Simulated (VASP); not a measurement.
# ZnS (P6_3mc) in VASP: further runs

ZnS is run at these levels: PBEsol; tasks: single point.

All numbers are computed with VASP 6.6.1; they aren't measurements. Logs are shortened: lines on timing, memory, paths and dates and some standing lists are left out, and cuts for length are marked.

**1. The cell of the first run**

It takes space group P6_3mc (No. 186, hexagonal). Conventional cell: a = 3.800 Å, b = 3.800 Å, c = 6.191 Å, α = 90.00°, β = 90.00°, γ = 120.00°. Zn (site symmetry 3m) has 4 S at 2.33 Å within 3.1 Å. S (site symmetry 3m) has 4 Zn at 2.33 Å within 3.1 Å.

**2. Single point, PBEsol (in-plane strain +0.005, then relaxed in part)**

File INCAR:

```
PREC = Accurate
ENCUT = 520
EDIFF = 1E-6
ISMEAR = 0
SIGMA = 0.01
LREAL = False
LASPH = True
NELM = 100
ALGO = Normal
ISIF = 2
LWAVE = False
LCHARG = False
GGA = PS
NBANDS = 26
```

File KPOINTS:

```
regular mesh
0
Gamma
  6 6 4
```

File POSCAR:

```
ZnS
1.0
    3.8004859945      0.0000000000      0.0000000000
   -1.9002429972      3.2913174180      0.0000000000
    0.0000000000      0.0000000000      6.1906410369
Zn S
2 2
Direct
    0.3333333333      0.6666666667      0.0047109980
    0.6666666667      0.3333333333      0.5047109980
    0.3333333333      0.6666666667      0.3802890020
    0.6666666667      0.3333333333      0.8802890020
```

Potentials or basis: VASP PAW PBE potentials, release 64 (Zn, S).

Run with:

```
$ cat potpaw_PBE.64/Zn/POTCAR potpaw_PBE.64/S/POTCAR > POTCAR
$ mpirun -np 1 vasp_std > vasp.out
```

OUTCAR:

```text
PREC = Accurate
   ENCUT = 520
   EDIFF = 1E-6
   ISMEAR = 0
   LREAL = False
   LASPH = True
   NELM = 100
   ISIF = 2
   GGA = PS

 ion  position               nearest neighbor table
   1  0.333  0.667  0.005-   3 2.33   4 2.33   4 2.33   4 2.33
   2  0.667  0.333  0.505-   4 2.33   3 2.33   3 2.33   3 2.33
   3  0.333  0.667  0.380-   1 2.33   2 2.33   2 2.33   2 2.33
   4  0.667  0.333  0.880-   2 2.33   1 2.33   1 2.33   1 2.33

  LATTYP: Found a hexagonal cell.
 ALAT       =     3.8004859945
 C/A-ratio  =     1.6289077360

  Lattice vectors:

 A1 = (   3.8004859945,   0.0000000000,   0.0000000000)
 A2 = (  -1.9002429972,   3.2913174180,   0.0000000000)
 A3 = (   0.0000000000,   0.0000000000,   6.1906410369)

Analysis of symmetry for initial positions (statically):
=====================================================================
 Subroutine PRICEL returns:
 Original cell was already a primitive cell.

 Routine SETGRP: Setting up the symmetry group for a
 hexagonal supercell.

 Subroutine GETGRP returns: Found 12 space group operations
 (whereof  6 operations were pure point group operations)
 out of a pool of 24 trial point group operations.

The static configuration has the point symmetry C_3v.
 The point group associated with its full space group is C_6v.

Analysis of symmetry for dynamics (positions and initial velocities):
=====================================================================
 Subroutine PRICEL returns:
 Original cell was already a primitive cell.

 Routine SETGRP: Setting up the symmetry group for a
 hexagonal supercell.

 Subroutine GETGRP returns: Found 12 space group operations
 (whereof  6 operations were pure point group operations)
 out of a pool of 24 trial point group operations.

The dynamic configuration has the point symmetry C_3v.
 The point group associated with its full space group is C_6v.

 Subroutine INISYM returns: Found 12 space group operations
 (whereof  6 operations are pure point group operations),
 and found     1 'primitive' translations

----------------------------------------------------------------------------------------

                                     Primitive cell

  volume of cell :      77.4363

  direct lattice vectors                    reciprocal lattice vectors
     3.800485994  0.000000000  0.000000000     0.263124243  0.151914852  0.000000000
    -1.900242997  3.291317418  0.000000000     0.000000000  0.303829705  0.000000000
     0.000000000  0.000000000  6.190641037     0.000000000  0.000000000  0.161534160

  length of vectors
     3.800485994  3.800485995  6.190641037     0.303829705  0.303829705  0.161534160

  position of ions in fractional coordinates (direct lattice)
     0.333333333  0.666666667  0.004710998
     0.666666667  0.333333333  0.504710998
     0.333333333  0.666666667  0.380289002
     0.666666667  0.333333333  0.880289002

  ion indices of the primitive-cell ions
   primitive index   ion index
                 1           1
                 2           2
                 3           3
                 4           4

----------------------------------------------------------------------------------------

 KPOINTS: regular mesh

Automatic generation of k-mesh.
 Grid dimensions read from file:
 generate k-points for:    6    6    4

 Generating k-lattice:

  Cartesian coordinates                     Fractional coordinates (reciprocal lattice)
     0.043854040  0.025319142  0.000000000     0.166666667  0.000000000  0.000000000
     0.000000000  0.050638284  0.000000000     0.000000000  0.166666667  0.000000000
     0.000000000  0.000000000  0.040383540     0.000000000  0.000000000  0.250000000

  Length of vectors
     0.050638284  0.050638284  0.040383540

  Shift w.r.t. Gamma in fractional coordinates (k-lattice)
     0.000000000  0.000000000  0.000000000

 Subroutine IBZKPT returns following result:
 ===========================================

 Found     21 irreducible k-points:

 Following reciprocal coordinates:
            Coordinates               Weight
  0.000000  0.000000  0.000000      1.000000
  0.166667  0.000000  0.000000      6.000000
  0.333333  0.000000  0.000000      6.000000
  0.500000  0.000000  0.000000      3.000000
  0.166667  0.166667  0.000000      6.000000
  0.333333  0.166667  0.000000     12.000000
[... 13 lines left out ...]
  0.333333  0.166667  0.500000     12.000000
  0.333333  0.333333  0.500000      2.000000
   k-points           NKPTS =     21   k-points in BZ     NKDIM =     21   number of bands    NBANDS=     26
   number of dos      NEDOS =    301   number of ions     NIONS =      4
   total plane-waves  NPLWV =  37632
   dimension x,y,z NGX =    28 NGY =   28 NGZ =   48
   dimension x,y,z NGXF=    56 NGYF=   56 NGZF=   96
   ions per type =               2   2
   NGX,Y,Z   is equivalent  to a cutoff of  12.25, 12.25, 12.89 a.u.
   NGXF,Y,Z  is equivalent  to a cutoff of  24.50, 24.50, 25.78 a.u.
 SYSTEM =  unknown system
   PREC   = accura    normal or accurate (medium, high low for compatibility)
   ISTART =      0    job   : 0-new  1-cont  2-samecut
   ICHARG =      2    charge: 1-file 2-atom 10-const
   ISPIN  =      1    spin polarized calculation?
   LNONCOLLINEAR =      F non collinear calculations
   LSORBIT =      F    spin-orbit coupling
   LASPH  =      T    aspherical Exc in radial PAW
   ENCUT  =  520.0 eV  38.22 Ry    6.18 a.u.   7.07  7.07 11.51*2*pi/ulx,y,z
   NELM   =    100;   NELMIN=  2; NELMDL= -5     # of ELM steps
   EDIFF  = 0.1E-05   stopping-criterion for ELM
   LREAL  =      F    real-space projection
[... 7 lines left out ...]
   TEBEG  =    0.0;   TEEND  =   0.0 temperature during run
   PSTRESS=    0.0 pullay stress
   NELECT =      36.0000    total number of electrons
   NUPDOWN=      -1.0000    fix difference up-down
   EMIN   =  10.00;   EMAX   =-10.00  energy-range for DOS
   EFERMI =   0.00;   METHOD = LEGACY
   ISMEAR =     0;   SIGMA  =   0.01  broadening in eV -4-tet -1-fermi 0-gaus
   EFERMI_NEDOS =   21; number of points for ismear=-14 and -15
   IALGO  =     38    algorithm
   IMIX   =      4    mixing-type and parameters
     AMIX     =   0.40;   BMIX     =  1.00
     AMIX_MAG =   1.60;   BMIX_MAG =  1.00
  volume/ion in A,a.u.               =      19.36       130.64
  Fermi-wavevector in a.u.,A,eV,Ry     =   1.268219  2.396586 21.883321  1.608379
  Thomas-Fermi vector in A             =   2.401325
   LORBIT       =      0    0 simple, 1 ext, 2 COOP (PROOUT), +10 PAW based schemes
   GGA     = PS    functional components
   LHFCALC =     F    Hartree Fock is set to
   AEXX    =    0.0000 exact exchange contribution
   IVDW    =     0    specifies the selected vdW correction
   LEPSILON=     F    determine dielectric tensor
   LRPA    =     F    only Hartree local field effects (RPA)
 non-spin polarized calculation
 Gauss-broadening in eV      SIGMA  =   0.01
  energy-cutoff  :      520.00
  volume of cell :       77.44
 maximum number of plane-waves:      2109
   NGX = 15   NGY = 15   NGZ = 23

 number of electron      36.0000001 magnetization

 Free energy of the ion-electron system (eV)
  ---------------------------------------------------
  ext. energy  EPLUGINS =         0.00000000
  ---------------------------------------------------
  free energy    TOTEN  =       -15.16279316 eV

  energy without entropy =      -15.16279316  energy(sigma->0) =      -15.16279316

 E-fermi :   2.2585     XC(G=0):  -9.9298

 val. band max:        2.2003326983   @ k =   0.0000   0.0000   0.0000
 cond. band min:       4.3512736238   @ k =   0.0000   0.0000   0.0000
 fundamental gap:      2.1509409255
 Fermi energy:         2.2584680066

 k-point     1 :       0.0000    0.0000    0.0000
  band No.  band energies     occupation
      1     -11.1044      2.00000
      2     -10.1057      2.00000
      3      -4.2415      2.00000
      4      -4.2310      2.00000
      5      -4.2310      2.00000
      6      -4.1471      2.00000
[... 18 lines left out ...]
     25       9.8158      0.00000
     26      11.4298      0.00000

 k-point     2 :       0.1667    0.0000    0.0000
  band No.  band energies     occupation
      1     -10.9147      2.00000
      2     -10.0043      2.00000
      3      -4.2501      2.00000
      4      -4.2029      2.00000
      5      -4.1952      2.00000
      6      -4.1243      2.00000
[... 18 lines left out ...]
     25      10.3643      0.00000
     26      10.6409      0.00000

 k-point     3 :       0.3333    0.0000    0.0000
  band No.  band energies     occupation
      1     -10.4570      2.00000
      2      -9.8246      2.00000
      3      -4.2477      2.00000
      4      -4.1458      2.00000
      5      -4.1401      2.00000
      6      -3.9976      2.00000
[... 18 lines left out ...]
     25      10.8375      0.00000
     26      11.8529      0.00000

 k-point     4 :       0.5000    0.0000    0.0000
  band No.  band energies     occupation
      1     -10.1378      2.00000
      2      -9.7914      2.00000
      3      -4.2309      2.00000
      4      -4.1230      2.00000
      5      -4.0108      2.00000
      6      -3.9768      2.00000
[... 18 lines left out ...]
     25      11.2008      0.00000
     26      13.5845      0.00000
[... 409 lines left out ...]
      1     -10.2406      2.00000
      2     -10.2406      2.00000
      3      -4.2384      2.00000
      4      -4.2384      2.00000
      5      -4.1097      2.00000
      6      -4.1097      2.00000
[... 18 lines left out ...]
     25      10.5166      0.00000
     26      10.5166      0.00000

 k-point    20 :       0.3333    0.1667    0.5000
  band No.  band energies     occupation
      1      -9.9587      2.00000
      2      -9.9587      2.00000
      3      -4.1959      2.00000
      4      -4.1959      2.00000
      5      -4.0369      2.00000
      6      -4.0369      2.00000
[... 18 lines left out ...]
     25      11.2218      0.00000
     26      11.2218      0.00000

 k-point    21 :       0.3333    0.3333    0.5000
  band No.  band energies     occupation
      1      -9.8619      2.00000
      2      -9.8619      2.00000
      3      -4.1167      2.00000
      4      -4.1167      2.00000
      5      -4.0656      2.00000
      6      -4.0656      2.00000
[... 18 lines left out ...]
     25      11.8326      0.00000
     26      11.8326      0.00000

------------------------ aborting loop because EDIFF is reached ----------------------------------------

  FORCE on cell =-STRESS in cart. coord.  units (eV):
  Direction    XX          YY          ZZ          XY          YZ          ZX
  --------------------------------------------------------------------------------------
  -------------------------------------------------------------------------------------
  Total       -0.2682458     -0.2682458      0.0702464     -0.0000000     -0.0000000      0.0000000
  in kB       -5.5500761     -5.5500761      1.4534176     -0.0000000     -0.0000000      0.0000000
  external PRESSURE =      -3.2155782 kB  Pullay stress =       0.0000000 kB

 VOLUME and BASIS-vectors are now :
 -----------------------------------------------------------------------------
  energy-cutoff  :      520.00
  volume of cell :       77.44
      direct lattice vectors                 reciprocal lattice vectors
     3.800485994  0.000000000  0.000000000     0.263124243  0.151914852  0.000000000
    -1.900242997  3.291317418  0.000000000     0.000000000  0.303829705  0.000000000
     0.000000000  0.000000000  6.190641037     0.000000000  0.000000000  0.161534160

 POSITION                                       TOTAL-FORCE (eV/Angst)
 -----------------------------------------------------------------------------------
     -0.00000      2.19421      0.02916        -0.000000      0.000000      0.000417
      1.90024      1.09711      3.12448         0.000000      0.000000      0.000417
     -0.00000      2.19421      2.35423        -0.000000      0.000000     -0.000417
      1.90024      1.09711      5.44955        -0.000000     -0.000000     -0.000417
 -----------------------------------------------------------------------------------
    total drift:                               -0.000001     -0.000001      0.000479

  FREE ENERGIE OF THE ION-ELECTRON SYSTEM (eV)
  ---------------------------------------------------
  free  energy   TOTEN  =       -15.1627931594 eV

  energy  without entropy=      -15.1627931594  energy(sigma->0) =      -15.16279316
```

It took 32 s on 1 thread of Intel Xeon Platinum 8259CL at 2.50GHz (Skylake/Cascade Lake), shared host; peak memory 0.19 GiB.

What came out:

```yaml
Free_energy: -15.1628 eV
Pressure: -0.3 GPa
Band_gap_on_the_k_mesh: 2.15 eV, direct
```

Stress tensor (GPa, compression positive):
```
-0.56  0.00  0.00
 0.00 -0.56  0.00
 0.00  0.00  0.15
```

Levels at points of the mesh, in eV from the valence-band top:
| k point | band 16 | band 17 | band 18 | band 19 | band 20 | band 21 |
| --- | --- | --- | --- | --- | --- | --- |
| (0.00, 0.00, 0.00) | -0.05 | 0.00 | 0.00 | 2.15 | 2.96 | 6.18 |
| (0.50, 0.00, 0.00) | -2.34 | -1.75 | -0.91 | 3.49 | 4.21 | 5.02 |
| (0.00, 0.00, 0.50) | -0.49 | -0.49 | -0.49 | 3.46 | 3.46 | 6.65 |
| (0.50, 0.00, 0.50) | -1.68 | -1.65 | -1.65 | 3.44 | 3.44 | 5.12 |

Caveat: the cell differs from its parent crystal (in-plane strain +0.005, then relaxed in part); the PAW data sets were made with another functional, which shifts forces and pressure a little.

(Part 1 of 2 ends here.)
